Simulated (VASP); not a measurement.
Write the native input for VASP 6.6.1 that does the following.

- Task: relaxation of cell and atoms
- Functional: PBEsol
- Potentials or basis: VASP PAW PBE potentials, release 64 (Al)
- Cutoff: 600 eV
- k mesh: 9 × 9 × 9
- Occupations: methfessel-paxton, width 0.1 eV
- Spin: no spin polarisation
- Target pressure: 30 GPa
- Dipole correction: no
- Further INCAR settings: ALGO = Normal; EDIFF = 1e-07; IBRION = 2; EDIFFG = -0.01; NSW = 80; ISIF = 3

The structure of Al lies in POSCAR:

```
Al
1.0
    0.0000000000      2.0248050000      2.0248050000
    2.0248050000      0.0000000000      2.0248050000
    2.0248050000      2.0248050000      0.0000000000
Al
1
Direct
    0.0000000000      0.0000000000      0.0000000000
```

These files were run (other wordings do the same):

INCAR

```
SYSTEM = Al
PREC = Accurate
ENCUT = 600
EDIFF = 1E-7
ISMEAR = 1
SIGMA = 0.1
LREAL = .FALSE.
LASPH = .TRUE.
NELM = 80
ALGO = Normal
ISIF = 3
LWAVE = .FALSE.
LCHARG = .FALSE.
GGA = PS
IBRION = 2
NSW = 80
EDIFFG = -0.01
PSTRESS = 300.0
```

KPOINTS

```
regular mesh
0
G
  9 9 9
  0 0 0
```

Potentials or basis: VASP PAW PBE potentials, release 64 (Al).

Run with:

```bash
$ cat potpaw_PBE.64/Al/POTCAR > POTCAR
$ mpirun -np 1 vasp_std > vasp.out
```

Results of the run:

```yaml
Relaxed_volume: 12.96 Å³/atom
Relaxed_cell: a = 2.636 Å, b = 2.636 Å, c = 2.636 Å, α = 60.00°, β = 60.00°, γ = 60.00°
Space_group_after_relaxing_to_0.05_Å: Fm-3m (No. 225)
Energy_change_on_relaxing_the_enthalpy_is_what_falls: +249.1 meV/atom
Ionic_steps: 7
Pressure_after_relaxing: 30.0 GPa
```

Caveat: the cell is relaxed towards a set pressure, so the enthalpy falls and the energy may rise; the volume moved by over 15 % at a fixed basis, so the end points are rough; the PAW data sets were made with another functional, which shifts forces and pressure a little.

Wall time 9 s on 1 thread of Intel Xeon 6975P-C (shared host), peak memory 0.13 GiB.
